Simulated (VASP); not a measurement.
# Hf2Sc3N (P6/mmm) in VASP: single point with PBE

Aim: the single point of Hf2Sc3N with PBE.

All numbers are computed with VASP 6.6.1; they aren't measurements. Logs are shortened: lines on timing, memory, paths and dates and some standing lists are left out, and cuts for length are marked.

### Step 1. The cell of the first run

It takes space group P6/mmm (No. 191, hexagonal). The conventional cell has a = 5.548 Å, b = 5.548 Å, c = 5.339 Å, α = 90.00°, β = 90.00°, γ = 120.00°. Within 4.1 Å of Hf (site symmetry -6m2) lie 6 Sc at 3.11 Å and 3 Hf at 3.20 Å and 3 N at 3.20 Å. Within 3.7 Å of Sc (site symmetry mmm) lie 4 Sc at 2.77 Å and 4 Hf at 3.11 Å. N (site symmetry 6/mmm) has 6 Hf at 3.20 Å and 12 Sc at 3.85 Å within 4.2 Å.

### Step 2. Single point, PBE

Contents of INCAR:

```
SYSTEM = Hf2Sc3N
PREC = Accurate
ENCUT = 520
EDIFF = 1E-6
ISMEAR = 0
SIGMA = 0.1
LREAL = .FALSE.
LASPH = .TRUE.
NELM = 100
ALGO = Normal
ISIF = 2
LWAVE = .FALSE.
LCHARG = .FALSE.
GGA = PE
NBANDS = 38
```

Contents of KPOINTS:

```
regular mesh
0
G
  12 12 8
  0 0 0
```

Contents of POSCAR:

```
Hf2Sc3N
1.0
    5.5479336626      0.0000000000      0.0000000000
   -2.7739668313      4.8046514903      0.0000000000
    0.0000000000      0.0000000000      5.3391209848
Hf Sc N
2 3 1
Direct
    0.6666666667      0.3333333333      0.0000000000
    0.3333333333      0.6666666667      0.0000000000
    0.5000000000      0.0000000000      0.5000000000
    0.0000000000      0.5000000000      0.5000000000
    0.5000000000      0.5000000000      0.5000000000
    0.0000000000      0.0000000000      0.0000000000
```

Potentials or basis: VASP PAW PBE potentials, release 64 (Hf_pv, Sc_sv, N).

The run is started by

```sh
$ cat potpaw_PBE.64/Hf_pv/POTCAR potpaw_PBE.64/Sc_sv/POTCAR potpaw_PBE.64/N/POTCAR > POTCAR
$ mpirun -np 1 vasp_std > vasp.out
```

OUTCAR:

```text
SYSTEM = Hf2Sc3N
   PREC = Accurate
   ENCUT = 520
   EDIFF = 1E-6
   ISMEAR = 0
   LREAL = .FALSE.
   LASPH = .TRUE.
   NELM = 100
   ISIF = 2
   GGA = PE

 ion  position               nearest neighbor table
   1  0.667  0.333  0.000-   3 3.11   3 3.11   4 3.11   4 3.11   5 3.11   5 3.11   2 3.20   2 3.20
                             2 3.20
   2  0.333  0.667  0.000-   3 3.11   3 3.11   4 3.11   4 3.11   5 3.11   5 3.11   1 3.20   1 3.20
                             1 3.20
   3  0.500  0.000  0.500-   4 2.77   5 2.77   5 2.77   4 2.77   1 3.11   2 3.11   1 3.11   2 3.11

   4  0.000  0.500  0.500-   3 2.77   3 2.77   5 2.77   5 2.77   1 3.11   2 3.11   1 3.11   2 3.11

   5  0.500  0.500  0.500-   3 2.77   3 2.77   4 2.77   4 2.77   1 3.11   2 3.11   1 3.11   2 3.11

   6  0.000  0.000  0.000-

  LATTYP: Found a hexagonal cell.
 ALAT       =     5.5479336626
 C/A-ratio  =     0.9623620810

  Lattice vectors:

 A1 = (   5.5479336626,   0.0000000000,   0.0000000000)
 A2 = (  -2.7739668313,   4.8046514903,   0.0000000000)
 A3 = (   0.0000000000,   0.0000000000,   5.3391209848)

Analysis of symmetry for initial positions (statically):
=====================================================================
 Subroutine PRICEL returns:
 Original cell was already a primitive cell.

 Routine SETGRP: Setting up the symmetry group for a
 hexagonal supercell.

 Subroutine GETGRP returns: Found 24 space group operations
 (whereof 24 operations were pure point group operations)
 out of a pool of 24 trial point group operations.

The static configuration has the point symmetry D_6h.

Analysis of symmetry for dynamics (positions and initial velocities):
=====================================================================
 Subroutine PRICEL returns:
 Original cell was already a primitive cell.

 Routine SETGRP: Setting up the symmetry group for a
 hexagonal supercell.

 Subroutine GETGRP returns: Found 24 space group operations
 (whereof 24 operations were pure point group operations)
 out of a pool of 24 trial point group operations.

The dynamic configuration has the point symmetry D_6h.

 Subroutine INISYM returns: Found 24 space group operations
 (whereof 24 operations are pure point group operations),
 and found     1 'primitive' translations

----------------------------------------------------------------------------------------

                                     Primitive cell

  volume of cell :     142.3190

  direct lattice vectors                    reciprocal lattice vectors
     5.547933663  0.000000000  0.000000000     0.180247289  0.104065821  0.000000000
    -2.773966831  4.804651490  0.000000000     0.000000000  0.208131641  0.000000000
     0.000000000  0.000000000  5.339120985     0.000000000  0.000000000  0.187296748

  length of vectors
     5.547933663  5.547933663  5.339120985     0.208131641  0.208131641  0.187296748

  position of ions in fractional coordinates (direct lattice)
     0.666666667  0.333333333  0.000000000
     0.333333333  0.666666667  0.000000000
     0.500000000  0.000000000  0.500000000
     0.000000000  0.500000000  0.500000000
     0.500000000  0.500000000  0.500000000
     0.000000000  0.000000000  0.000000000

  ion indices of the primitive-cell ions
   primitive index   ion index
                 1           1
                 2           2
                 3           3
                 4           4
                 5           5
                 6           6

----------------------------------------------------------------------------------------

 KPOINTS: regular mesh

Automatic generation of k-mesh.
 Grid dimensions read from file:
 generate k-points for:   12   12    8

 Generating k-lattice:

  Cartesian coordinates                     Fractional coordinates (reciprocal lattice)
     0.015020607  0.008672152  0.000000000     0.083333333  0.000000000  0.000000000
     0.000000000  0.017344303  0.000000000     0.000000000  0.083333333  0.000000000
     0.000000000  0.000000000  0.023412094     0.000000000  0.000000000  0.125000000

  Length of vectors
     0.017344303  0.017344303  0.023412094

  Shift w.r.t. Gamma in fractional coordinates (k-lattice)
     0.000000000  0.000000000  0.000000000

 Subroutine IBZKPT returns following result:
 ===========================================

 Found     95 irreducible k-points:

 Following reciprocal coordinates:
            Coordinates               Weight
  0.000000  0.000000  0.000000      1.000000
  0.083333 -0.000000  0.000000      6.000000
  0.166667 -0.000000  0.000000      6.000000
  0.250000  0.000000  0.000000      6.000000
  0.333333  0.000000  0.000000      6.000000
  0.416667  0.000000  0.000000      6.000000
[... 16 lines left out ...]
  0.250000  0.000000  0.125000     12.000000
  0.333333  0.000000  0.125000     12.000000
 [... further k-points ...]
   k-points           NKPTS =     95   k-points in BZ     NKDIM =     95   number of bands    NBANDS=     38
   number of dos      NEDOS =    301   number of ions     NIONS =      6
   total plane-waves  NPLWV =  70560
   dimension x,y,z NGX =    42 NGY =   42 NGZ =   40
   dimension x,y,z NGXF=    84 NGYF=   84 NGZF=   80
   ions per type =               2   3   1
   NGX,Y,Z   is equivalent  to a cutoff of  12.59, 12.59, 12.45 a.u.
   NGXF,Y,Z  is equivalent  to a cutoff of  25.17, 25.17, 24.91 a.u.
 SYSTEM =  Hf2Sc3N
   PREC   = accura    normal or accurate (medium, high low for compatibility)
   ISTART =      0    job   : 0-new  1-cont  2-samecut
   ICHARG =      2    charge: 1-file 2-atom 10-const
   ISPIN  =      1    spin polarized calculation?
   LNONCOLLINEAR =      F non collinear calculations
   LSORBIT =      F    spin-orbit coupling
   LASPH  =      T    aspherical Exc in radial PAW
   ENCUT  =  520.0 eV  38.22 Ry    6.18 a.u.  10.32 10.32  9.93*2*pi/ulx,y,z
   NELM   =    100;   NELMIN=  2; NELMDL= -5     # of ELM steps
   EDIFF  = 0.1E-05   stopping-criterion for ELM
   LREAL  =      F    real-space projection
   EDIFFG = 0.1E-04   stopping-criterion for IOM
   NSW    =      0    number of steps for IOM
   IBRION =     -1    ionic relax: 0-MD 1-quasi-New 2-CG
   NFREE  =      0    steps in history (QN), initial steepest desc. (CG)
   ISIF   =      2    stress and relaxation
   ISYM   =      2    0-nonsym 1-usesym 2-fastsym
   POTIM  = 0.5000    time-step for ionic-motion
   TEBEG  =    0.0;   TEEND  =   0.0 temperature during run
   PSTRESS=    0.0 pullay stress
   NELECT =      58.0000    total number of electrons
   NUPDOWN=      -1.0000    fix difference up-down
   EMIN   =  10.00;   EMAX   =-10.00  energy-range for DOS
   EFERMI =   0.00;   METHOD = LEGACY
   ISMEAR =     0;   SIGMA  =   0.10  broadening in eV -4-tet -1-fermi 0-gaus
   EFERMI_NEDOS =   21; number of points for ismear=-14 and -15
   IALGO  =     38    algorithm
   IMIX   =      4    mixing-type and parameters
     AMIX     =   0.40;   BMIX     =  1.00
     AMIX_MAG =   1.60;   BMIX_MAG =  1.00
  volume/ion in A,a.u.               =      23.72       160.07
  Fermi-wavevector in a.u.,A,eV,Ry     =   1.213752  2.293658 20.044011  1.473193
  Thomas-Fermi vector in A             =   2.349194
   LORBIT       =      0    0 simple, 1 ext, 2 COOP (PROOUT), +10 PAW based schemes
   GGA     = PE    functional components
   LHFCALC =     F    Hartree Fock is set to
   AEXX    =    0.0000 exact exchange contribution
   IVDW    =     0    specifies the selected vdW correction
   LEPSILON=     F    determine dielectric tensor
   LRPA    =     F    only Hartree local field effects (RPA)
 non-spin polarized calculation
 Gauss-broadening in eV      SIGMA  =   0.10
  energy-cutoff  :      520.00
  volume of cell :      142.32
 maximum number of plane-waves:      3854
 NGX is ok and might be reduce to    42
   NGX = 21   NGY = 21   NGZ = 19

 number of electron      58.0000004 magnetization

 Free energy of the ion-electron system (eV)
  ---------------------------------------------------
  ext. energy  EPLUGINS =         0.00000000
  ---------------------------------------------------
  free energy    TOTEN  =       -38.00696423 eV

  energy without entropy =      -37.94863798  energy(sigma->0) =      -37.97780111

 E-fermi :   3.1255     XC(G=0):  -9.8593

 val. band max:        3.1216838192   @ k =   0.1667   0.1667   0.3750
 cond. band min:       3.1256838699   @ k =   0.4167   0.0000   0.1250
 fundamental gap:      0.0040000507
 Fermi energy:         3.1254595995

 k-point     1 :       0.0000    0.0000    0.0000
  band No.  band energies     occupation
      1     -46.1358      2.00000
      2     -45.9402      2.00000
      3     -45.9402      2.00000
      4     -27.8129      2.00000
      5     -27.8129      2.00000
      6     -27.7506      2.00000
[... 30 lines left out ...]
     37       5.0631      0.00000
     38       5.9910      0.00000

 k-point     2 :       0.0833   -0.0000    0.0000
  band No.  band energies     occupation
      1     -46.1329      2.00000
      2     -45.9432      2.00000
      3     -45.9402      2.00000
      4     -27.8142      2.00000
      5     -27.8098      2.00000
      6     -27.7492      2.00000
[... 30 lines left out ...]
     37       4.9922      0.00000
     38       5.8998      0.00000

 k-point     3 :       0.1667   -0.0000    0.0000
  band No.  band energies     occupation
      1     -46.1245      2.00000
      2     -45.9520      2.00000
      3     -45.9402      2.00000
      4     -27.8177      2.00000
      5     -27.8008      2.00000
      6     -27.7452      2.00000
[... 30 lines left out ...]
     37       4.8014      0.00000
     38       5.6281      0.00000

 k-point     4 :       0.2500    0.0000    0.0000
  band No.  band energies     occupation
      1     -46.1113      2.00000
      2     -45.9656      2.00000
      3     -45.9403      2.00000
      4     -27.8222      2.00000
      5     -27.7871      2.00000
      6     -27.7390      2.00000
[... 30 lines left out ...]
     37       4.7478      0.00000
     38       5.2884      0.00000
[... 703 lines left out ...]
      4     -27.8187      2.00000
      5     -27.8017      2.00000
      6     -27.7408      2.00000
[... 30 lines left out ...]
     37       4.5949      0.00000
     38       5.5177      0.00000

 k-point    23 :       0.2500    0.0000    0.1250
  band No.  band energies     occupation
      1     -46.1114      2.00000
      2     -45.9656      2.00000
      3     -45.9403      2.00000
      4     -27.8232      2.00000
      5     -27.7880      2.00000
      6     -27.7350      2.00000
[... 30 lines left out ...]
     37       4.7116      0.00000
     38       5.1905      0.00000

 k-point    24 :       0.3333    0.0000    0.1250
  band No.  band energies     occupation
      1     -46.0952      2.00000
      2     -45.9822      2.00000
      3     -45.9403      2.00000
      4     -27.8277      2.00000
      5     -27.7719      2.00000
      6     -27.7280      2.00000
[... 30 lines left out ...]
     37       4.7812      0.00000
     38       4.9730      0.00000

 [... further k-points ...]

------------------------ aborting loop because EDIFF is reached ----------------------------------------

  FORCE on cell =-STRESS in cart. coord.  units (eV):
  Direction    XX          YY          ZZ          XY          YZ          ZX
  --------------------------------------------------------------------------------------
  -------------------------------------------------------------------------------------
  Total       -0.0901361     -0.0901361     -0.1366318     -0.0000000     -0.0000000      0.0000000
  in kB       -1.0147203     -1.0147203     -1.5381523     -0.0000000     -0.0000000      0.0000000
  external PRESSURE =      -1.1891976 kB  Pullay stress =       0.0000000 kB

 VOLUME and BASIS-vectors are now :
 -----------------------------------------------------------------------------
  energy-cutoff  :      520.00
  volume of cell :      142.32
      direct lattice vectors                 reciprocal lattice vectors
     5.547933663  0.000000000  0.000000000     0.180247289  0.104065821  0.000000000
    -2.773966831  4.804651490  0.000000000     0.000000000  0.208131641  0.000000000
     0.000000000  0.000000000  5.339120985     0.000000000  0.000000000  0.187296748

 POSITION                                       TOTAL-FORCE (eV/Angst)
 -----------------------------------------------------------------------------------
      2.77397      1.60155      0.00000         0.000000     -0.000000      0.000000
     -0.00000      3.20310      0.00000        -0.000000      0.000000      0.000000
      2.77397      0.00000      2.66956         0.000000      0.000000      0.000000
     -1.38698      2.40233      2.66956         0.000000      0.000000      0.000000
      1.38698      2.40233      2.66956         0.000000      0.000000      0.000000
      0.00000      0.00000      0.00000         0.000000      0.000000      0.000000
 -----------------------------------------------------------------------------------
    total drift:                               -0.000000     -0.000000     -0.000000

  FREE ENERGIE OF THE ION-ELECTRON SYSTEM (eV)
  ---------------------------------------------------
  free  energy   TOTEN  =       -38.0069642336 eV

  energy  without entropy=      -37.9486379804  energy(sigma->0) =      -37.97780111
```

Wall time 11 min (1 thread of AMD EPYC 7R43 (Zen 3), shared host); peak memory 0.54 GiB.

What came out:

```
Free energy            : -38.0070 eV
Pressure               : -0.1 GPa
Band gap on the k mesh : zero (band 29 reaches 3.48 eV, above the bottom of band 30 at 2.94 eV)
```

Caveat: spin-orbit coupling is left out, which moves the levels of the heavy elements.
